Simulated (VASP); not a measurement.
# Ta12HF in VASP: single point with PBE

Aim: the single point of Ta12HF with PBE.

Everything below comes from runs of VASP 6.6.1. Logs are shortened: lines on timing, memory, paths and dates and some standing lists are left out, and cuts for length are marked.

### 1 The cell of the first run

The cell holds a slab with vacuum, 14 atoms: a = 5.720 Å, b = 5.720 Å, c = 23.086 Å, α = 90.00°, β = 90.00°, γ = 109.47°.

### 2 Single point, PBE

File INCAR:

```
SYSTEM = Ta12HF
PREC = Accurate
ENCUT = 520
EDIFF = 1E-6
ISMEAR = -1
SIGMA = 0.05
LREAL = .FALSE.
LASPH = .TRUE.
NELM = 80
ALGO = Normal
ISIF = 2
LWAVE = .FALSE.
LCHARG = .FALSE.
LDIPOL = .TRUE.
IDIPOL = 3
DIPOL = 0.5 0.5 0.476
GGA = PE
NBANDS = 83
```

File KPOINTS:

```
Automatic mesh
0
G
  5 5 1
  0 0 0
```

File POSCAR:

```
Ta12HF
1.0
    5.7202017150      0.0000000000      0.0000000000
   -1.9067339050      5.3930578966      0.0000000000
    0.0000000000      0.0000000000     23.0864251426
Ta F H
12 1 1
Direct
    0.2500000000      0.2500000000      0.3465239833
    0.2500000000      0.7500000000      0.3465239833
    0.7500000000      0.2500000000      0.3465239833
    0.7500000000      0.7500000000      0.3465239833
    0.5000000000      0.5000000000      0.4476770443
    0.5000000000      0.0000000000      0.4476770443
    0.0000000000      0.5000000000      0.4476770443
    0.0000000000      0.0000000000      0.4476770443
    0.7500000000      0.7500000000      0.5488301053
    0.7500000000      0.2500000000      0.5488301053
    0.2500000000      0.7500000000      0.5488301053
    0.2500000000      0.2500000000      0.5488301053
    1.0000000000      0.5000000000      0.6371937211
    1.1145424002      0.6355740516      0.6552086366
```

Potentials or basis: VASP PAW PBE potentials, release 64 (Ta_pv, F, H).

Launch:

```sh
cat potpaw_PBE.64/Ta_pv/POTCAR potpaw_PBE.64/F/POTCAR potpaw_PBE.64/H/POTCAR > POTCAR
mpirun -np 1 vasp_std > vasp.out
```

OUTCAR:

```text
SYSTEM = Ta12HF
   PREC = Accurate
   ENCUT = 520
   EDIFF = 1E-6
   ISMEAR = -1
   LREAL = .FALSE.
   LASPH = .TRUE.
   NELM = 80
   ISIF = 2
   GGA = PE

 ion  position               nearest neighbor table
   1  0.250  0.250  0.347-   5 2.86   8 2.86   3 2.86   3 2.86   2 2.86   2 2.86   7 3.30   6 3.30
                             4 3.30   4 3.30
   2  0.250  0.750  0.347-   6 2.86   7 2.86   4 2.86   4 2.86   1 2.86   1 2.86   5 3.30   8 3.30
                             3 3.30   3 3.30
   3  0.750  0.250  0.347-   6 2.86   7 2.86   1 2.86   1 2.86   4 2.86   4 2.86   5 3.30   8 3.30
                             2 3.30   2 3.30
   4  0.750  0.750  0.347-   5 2.86   8 2.86   2 2.86   2 2.86   3 2.86   3 2.86   7 3.30   6 3.30
                             1 3.30   1 3.30
   5  0.500  0.500  0.448-   1 2.86   4 2.86   9 2.86  12 2.86   7 2.86   7 2.86   6 2.86   6 2.86
                            11 3.30   2 3.30   3 3.30  10 3.30   8 3.30   8 3.30
   6  0.500  0.000  0.448-   2 2.86   3 2.86  10 2.86  11 2.86   8 2.86   8 2.86   5 2.86   5 2.86
                             4 3.30  12 3.30   9 3.30   1 3.30   7 3.30   7 3.30
   7  0.000  0.500  0.448-   2 2.86   3 2.86  10 2.86  11 2.86   5 2.86   5 2.86   8 2.86   8 2.86
                             4 3.30  12 3.30   9 3.30   1 3.30   6 3.30   6 3.30
   8  0.000  0.000  0.448-   1 2.86   4 2.86   9 2.86  12 2.86   6 2.86   6 2.86   7 2.86   7 2.86
                            11 3.30   2 3.30   3 3.30  10 3.30   5 3.30   5 3.30
   9  0.750  0.750  0.549-   5 2.86   8 2.86  11 2.86  11 2.86  10 2.86  10 2.86   7 3.30   6 3.30
                            12 3.30  12 3.30
  10  0.750  0.250  0.549-  13 2.62   7 2.86   6 2.86  12 2.86  12 2.86   9 2.86   9 2.86   8 3.30
                             5 3.30  11 3.30  11 3.30
  11  0.250  0.750  0.549-  13 2.62   7 2.86   6 2.86   9 2.86   9 2.86  12 2.86  12 2.86   8 3.30
                             5 3.30  10 3.30  10 3.30
  12  0.250  0.250  0.549-   5 2.86   8 2.86  10 2.86  10 2.86  11 2.86  11 2.86   7 3.30   6 3.30
                             9 3.30   9 3.30
  13  0.000  0.500  0.637-  14 0.93  11 2.62  10 2.62
  14  0.115  0.636  0.655-  13 0.93

  LATTYP: Found a base centered orthorhombic cell.
 ALAT       =     6.6051200000
 B/A-ratio  =     1.4142135624
 C/A-ratio  =     3.4952317509

  Lattice vectors:

 A1 = (   5.7202017150,   0.0000000000,   0.0000000000)
 A2 = (  -1.9067339050,   5.3930578966,   0.0000000000)
 A3 = (   0.0000000000,   0.0000000000,  23.0864251426)

Analysis of symmetry for initial positions (statically):
=====================================================================
 Subroutine PRICEL returns:
 Original cell was already a primitive cell.

 Routine SETGRP: Setting up the symmetry group for a
 base centered orthorhombic supercell.

 Subroutine GETGRP returns: Found  1 space group operations
 (whereof  1 operations were pure point group operations)
 out of a pool of  8 trial point group operations.

The static configuration has the point symmetry C_1 .

Analysis of symmetry for dynamics (positions and initial velocities):
=====================================================================
 Subroutine PRICEL returns:
 Original cell was already a primitive cell.

 Routine SETGRP: Setting up the symmetry group for a
 base centered orthorhombic supercell.

 Subroutine GETGRP returns: Found  1 space group operations
 (whereof  1 operations were pure point group operations)
 out of a pool of  8 trial point group operations.

The dynamic configuration has the point symmetry C_1 .

 Subroutine INISYM returns: Found  1 space group operations
 (whereof  1 operations are pure point group operations),
 and found     1 'primitive' translations

----------------------------------------------------------------------------------------

                                     Primitive cell

  volume of cell :     712.2019

  direct lattice vectors                    reciprocal lattice vectors
     5.720201715  0.000000000  0.000000000     0.174819010  0.061807854  0.000000000
    -1.906733905  5.393057897  0.000000000     0.000000000  0.185423561  0.000000000
     0.000000000  0.000000000 23.086425143     0.000000000  0.000000000  0.043315498

  length of vectors
     5.720201715  5.720201715 23.086425143     0.185423561  0.185423561  0.043315498

  position of ions in fractional coordinates (direct lattice)
     0.250000000  0.250000000  0.346523983
     0.250000000  0.750000000  0.346523983
     0.750000000  0.250000000  0.346523983
     0.750000000  0.750000000  0.346523983
     0.500000000  0.500000000  0.447677044
     0.500000000  0.000000000  0.447677044
     0.000000000  0.500000000  0.447677044
     0.000000000  0.000000000  0.447677044
     0.750000000  0.750000000  0.548830105
     0.750000000  0.250000000  0.548830105
     0.250000000  0.750000000  0.548830105
     0.250000000  0.250000000  0.548830105
     0.000000000  0.500000000  0.637193721
     0.114542400  0.635574052  0.655208637

  ion indices of the primitive-cell ions
   primitive index   ion index
                 1           1
                 2           2
                 3           3
                 4           4
                 5           5
                 6           6
                 7           7
                 8           8
                 9           9
                10          10
                11          11
                12          12
                13          13
                14          14

----------------------------------------------------------------------------------------

 KPOINTS: Automatic mesh

Automatic generation of k-mesh.
 Grid dimensions read from file:
 generate k-points for:    5    5    1

 Generating k-lattice:

  Cartesian coordinates                     Fractional coordinates (reciprocal lattice)
     0.034963802  0.012361571  0.000000000     0.200000000  0.000000000  0.000000000
     0.000000000  0.037084712  0.000000000     0.000000000  0.200000000  0.000000000
     0.000000000  0.000000000  0.043315498     0.000000000  0.000000000  1.000000000

  Length of vectors
     0.037084712  0.037084712  0.043315498

  Shift w.r.t. Gamma in fractional coordinates (k-lattice)
     0.000000000  0.000000000  0.000000000

 Subroutine IBZKPT returns following result:
 ===========================================

 Found     13 irreducible k-points:

 Following reciprocal coordinates:
            Coordinates               Weight
  0.000000  0.000000  0.000000      1.000000
  0.200000  0.000000  0.000000      2.000000
  0.000000  0.200000  0.000000      2.000000
  0.400000  0.000000  0.000000      2.000000
  0.000000  0.400000  0.000000      2.000000
  0.200000  0.200000  0.000000      2.000000
  0.400000  0.200000  0.000000      2.000000
  0.200000  0.400000  0.000000      2.000000
 -0.400000  0.200000  0.000000      2.000000
  0.200000 -0.400000  0.000000      2.000000
 -0.200000  0.200000  0.000000      2.000000
  0.400000  0.400000  0.000000      2.000000
 -0.400000  0.400000  0.000000      2.000000
   k-points           NKPTS =     13   k-points in BZ     NKDIM =     13   number of bands    NBANDS=     83
   number of dos      NEDOS =    301   number of ions     NIONS =     14
   total plane-waves  NPLWV = 414720
   dimension x,y,z NGX =    48 NGY =   48 NGZ =  180
   dimension x,y,z NGXF=    96 NGYF=   96 NGZF=  360
   ions per type =              12   1   1
   NGX,Y,Z   is equivalent  to a cutoff of  13.95, 13.95, 12.96 a.u.
   NGXF,Y,Z  is equivalent  to a cutoff of  27.90, 27.90, 25.92 a.u.
 SYSTEM =  Ta12HF
   PREC   = accura    normal or accurate (medium, high low for compatibility)
   ISTART =      0    job   : 0-new  1-cont  2-samecut
   ICHARG =      2    charge: 1-file 2-atom 10-const
   ISPIN  =      1    spin polarized calculation?
   LNONCOLLINEAR =      F non collinear calculations
   LSORBIT =      F    spin-orbit coupling
   LASPH  =      T    aspherical Exc in radial PAW
   ENCUT  =  520.0 eV  38.22 Ry    6.18 a.u.  10.64 10.64 42.93*2*pi/ulx,y,z
   NELM   =     80;   NELMIN=  2; NELMDL= -5     # of ELM steps
   EDIFF  = 0.1E-05   stopping-criterion for ELM
   LREAL  =      F    real-space projection
   EDIFFG = 0.1E-04   stopping-criterion for IOM
   NSW    =      0    number of steps for IOM
   IBRION =     -1    ionic relax: 0-MD 1-quasi-New 2-CG
   NFREE  =      0    steps in history (QN), initial steepest desc. (CG)
   ISIF   =      2    stress and relaxation
   ISYM   =      2    0-nonsym 1-usesym 2-fastsym
   POTIM  = 0.5000    time-step for ionic-motion
   TEBEG  =    0.0;   TEEND  =   0.0 temperature during run
   PSTRESS=    0.0 pullay stress
   NELECT =     140.0000    total number of electrons
   NUPDOWN=      -1.0000    fix difference up-down
   EMIN   =  10.00;   EMAX   =-10.00  energy-range for DOS
   EFERMI =   0.00;   METHOD = LEGACY
   ISMEAR =    -1;   SIGMA  =   0.05  broadening in eV -4-tet -1-fermi 0-gaus
   EFERMI_NEDOS =   21; number of points for ismear=-14 and -15
   IALGO  =     38    algorithm
   IMIX   =      4    mixing-type and parameters
     AMIX     =   0.40;   BMIX     =  1.00
     AMIX_MAG =   1.60;   BMIX_MAG =  1.00
  volume/ion in A,a.u.               =      50.87       343.30
  Fermi-wavevector in a.u.,A,eV,Ry     =   0.951882  1.798796 12.327959  0.906079
  Thomas-Fermi vector in A             =   2.080393
   LORBIT       =      0    0 simple, 1 ext, 2 COOP (PROOUT), +10 PAW based schemes
   GGA     = PE    functional components
   LHFCALC =     F    Hartree Fock is set to
   AEXX    =    0.0000 exact exchange contribution
   IVDW    =     0    specifies the selected vdW correction
   LEPSILON=     F    determine dielectric tensor
   LRPA    =     F    only Hartree local field effects (RPA)
 non-spin polarized calculation
  energy-cutoff  :      520.00
  volume of cell :      712.20
 maximum number of plane-waves:     19269
 NGX is ok and might be reduce to    48
   NGX = 21   NGY = 21   NGZ = 85

 dipolmoment           0.000000      0.000000      1.331295 electrons x Angstroem

 number of electron     139.9999988 magnetization

 dipolmoment           0.000000      0.000000     -0.183855 electrons x Angstroem

 Free energy of the ion-electron system (eV)
  ---------------------------------------------------
  ext. energy  EPLUGINS =         0.00000000
  ---------------------------------------------------
  free energy    TOTEN  =      -140.04275760 eV

  energy without entropy =     -139.93702098  energy(sigma->0) =     -139.98988929

 E-fermi :  -0.9891     XC(G=0):  -4.9778

 val. band max:       -1.0316201904   @ k =   0.2000   0.2000   0.0000
 cond. band min:      -0.9852914424   @ k =  -0.4000   0.4000   0.0000
 fundamental gap:      0.0463287480
 Fermi energy:        -0.9890729430

 k-point     1 :       0.0000    0.0000    0.0000
  band No.  band energies     occupation
      1     -35.6083      2.00000
      2     -35.5522      2.00000
      3     -35.5209      2.00000
      4     -35.5037      2.00000
      5     -35.4702      2.00000
      6     -35.4647      2.00000
[... 1094 lines left out ...]
     81       0.4711      0.00000
     82       0.6080      0.00000
 [bands above 82 left out]

------------------------ aborting loop because EDIFF is reached ----------------------------------------

 vacuum level on the upper side and lower side of the slab       (xc-potential included)        -0.604         0.482

  FORCE on cell =-STRESS in cart. coord.  units (eV):
  Direction    XX          YY          ZZ          XY          YZ          ZX
  --------------------------------------------------------------------------------------
  -------------------------------------------------------------------------------------
  Total      -13.3115468    -12.4494855     -3.8318331      0.7483881      0.7198961      0.3369474
  in kB      -29.9458048    -28.0065021     -8.6201348      1.6835822      1.6194863      0.7580007
  external PRESSURE =     -22.1908139 kB  Pullay stress =       0.0000000 kB

 VOLUME and BASIS-vectors are now :
 -----------------------------------------------------------------------------
  energy-cutoff  :      520.00
  volume of cell :      712.20
      direct lattice vectors                 reciprocal lattice vectors
     5.720201715  0.000000000  0.000000000     0.174819010  0.061807854  0.000000000
    -1.906733905  5.393057897  0.000000000     0.000000000  0.185423561  0.000000000
     0.000000000  0.000000000 23.086425143     0.000000000  0.000000000  0.043315498

 POSITION                                       TOTAL-FORCE (eV/Angst)
 -----------------------------------------------------------------------------------
      0.95337      1.34826      8.00000         0.001584      0.000002      0.373729
      0.00000      4.04479      8.00000         0.029928      0.044086      0.356058
      3.81347      1.34826      8.00000        -0.034094     -0.050972      0.378140
      2.86010      4.04479      8.00000        -0.003225     -0.002407      0.372691
      1.90673      2.69653     10.33526         0.016544     -0.000021     -0.093795
      2.86010      0.00000     10.33526         0.028261      0.046418     -0.169022
     -0.95337      2.69653     10.33526        -0.016502     -0.018687      0.070401
      0.00000      0.00000     10.33526        -0.000811      0.011967     -0.088873
      2.86010      4.04479     12.67053        -0.543956      0.351815     -0.438843
      3.81347      1.34826     12.67053        -0.432628     -0.592965     -0.500698
      0.00000      4.04479     12.67053         0.435305      0.603540     -0.895483
      0.95337      1.34826     12.67053         0.511257     -0.421124     -0.407432
     -0.95337      2.69653     14.71053        -0.847151     -1.676432     -0.006980
     -0.55666      3.42769     15.12643         0.855489      1.704781      1.050107
 -----------------------------------------------------------------------------------
    total drift:                               -0.000009     -0.000020      0.000353

  FREE ENERGIE OF THE ION-ELECTRON SYSTEM (eV)
  ---------------------------------------------------
  free  energy   TOTEN  =      -140.0427575971 eV

  energy  without entropy=     -139.9370209791  energy(sigma->0) =     -139.98988929

 vacuum level on the upper side and lower side of the slab         2.743         3.825
```

It took 50 min on 1 thread of Intel Xeon Platinum 8488C (Sapphire Rapids), shared host; peak memory 1.1 GiB.

What came out:

| Quantity | Value |
| --- | --- |
| Free energy | -140.0428 eV |
| Largest force | 2.177 eV/Å |
| Band gap on the k mesh | zero (bands 70 and 71 overlap by 0.74 eV) |

Forces in eV/Å, atoms in the order of the input:
```
Ta   0.002  0.000  0.374
Ta   0.030  0.044  0.356
Ta  -0.034 -0.051  0.378
Ta  -0.003 -0.002  0.373
Ta   0.017  0.000 -0.094
Ta   0.028  0.046 -0.169
Ta  -0.017 -0.019  0.070
Ta  -0.001  0.012 -0.089
Ta  -0.544  0.352 -0.439
Ta  -0.433 -0.593 -0.501
Ta   0.435  0.604 -0.895
Ta   0.511 -0.421 -0.407
F   -0.847 -1.676 -0.007
H    0.855  1.705  1.050
```

Caveat: spin-orbit coupling is left out, which moves the levels of the heavy elements.

The gap in the log of VASP goes by the Fermi energy; the results here count the filled bands.